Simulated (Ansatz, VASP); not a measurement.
## Two plane-wave programs on MgS

File INCAR:

```
SYSTEM = MgS
PREC     = Accurate       ! precision mode
ENCUT    = 520            ! plane-wave cutoff, eV
EDIFF    = 1E-6           ! SCF threshold, eV
ISMEAR   = 0              ! smearing method
SIGMA    = 0.05           ! smearing width, eV
LREAL    = .False.        ! projectors in reciprocal space
LASPH    = .True.         ! aspherical terms in the spheres
NELM     = 100            ! most SCF steps
ALGO     = Normal         ! electronic algorithm
ISIF     = 2              ! what is computed and relaxed
LWAVE    = .False.        ! write WAVECAR
LCHARG   = .True.         ! write CHGCAR
GGA      = PS             ! functional
LELF     = .True.         ! ELF
LVHAR    = .True.       
NBANDS   = 16             ! bands
```

File KPOINTS:

```
Automatic mesh
0
Gamma
  6 6 4
  0 0 0
```

File POSCAR:

```
MgS
1.0
    4.1960073031      0.0000000000      0.0000000000
   -2.0980036515      3.6338489189      0.0000000000
    0.0000000000      0.0000000000      6.9468777144
Mg S
2 2
Direct
    0.6666666667      0.3333333333      0.4957548500
    0.3333333333      0.6666666667      0.9957548500
    0.3333333333      0.6666666667      0.3792441500
    0.6666666667      0.3333333333      0.8792441500
```

Input for Ansatz:

```yaml
crystal:
  lattice:
    - [4.1960073031, 0.0, 0.0]
    - [-2.0980036515, 3.6338489189, 0.0]
    - [0.0, 0.0, 6.9468777144]
  atoms:
    - { symbol: Mg, position: [0.6666666667, 0.3333333333, 0.49575485] }
    - { symbol: Mg, position: [0.3333333333, 0.6666666667, 0.99575485] }
    - { symbol: S, position: [0.3333333333, 0.6666666667, 0.37924415] }
    - { symbol: S, position: [0.6666666667, 0.3333333333, 0.87924415] }
basis:
  ecutwfc: 420
kpoints:
  mp_grid: { grid: [6, 6, 4] }
hamiltonian:
  xc: pbesol
scf:
  occupations: { method: gaussian, width: 0.05 }
output:
  forces: true
  stress: true
  eigenvalues: true
```

Change from the starting cell: strain +0.040 along x and y, +0.080 along z, atoms carried along.

Alike in both runs: task single point; functional PBEsol; k mesh 6 × 6 × 4; occupations gaussian, width 0.05 eV; no spin polarisation.

|  | VASP | Ansatz |
| --- | --- | --- |
| version | VASP 6.6.1 | Ansatz 0.2.0 |
| potentials or method | VASP PAW PBE potentials, release 64 (Mg, S), cutoff 520 eV | scalar-relativistic, plane waves, PAW |
| valence electrons in the cell | 16 | 32 |

```tsv
	VASP	Ansatz	Ansatz less VASP
gap on the k mesh at the Fermi level (eV)	2.61	2.61	+0.001
least direct gap on the mesh (eV)	2.61	2.61	+0.001
pressure (GPa)	-6.7	-6.6	+0.11
traceless stress, the component that is largest in VASP (GPa)	-1.14	-1.14	-0.006
rms of the force components (eV/Å)	0.075	0.076	+0.0003
```

VASP's potentials were made for PBE, not for PBEsol. Atom by atom the forces differ by 0.000 eV/Å (rms over components). VASP's potentials hold 16 valence electrons a cell and Ansatz's 32, so a difference there can come from the potentials and not from the codes.
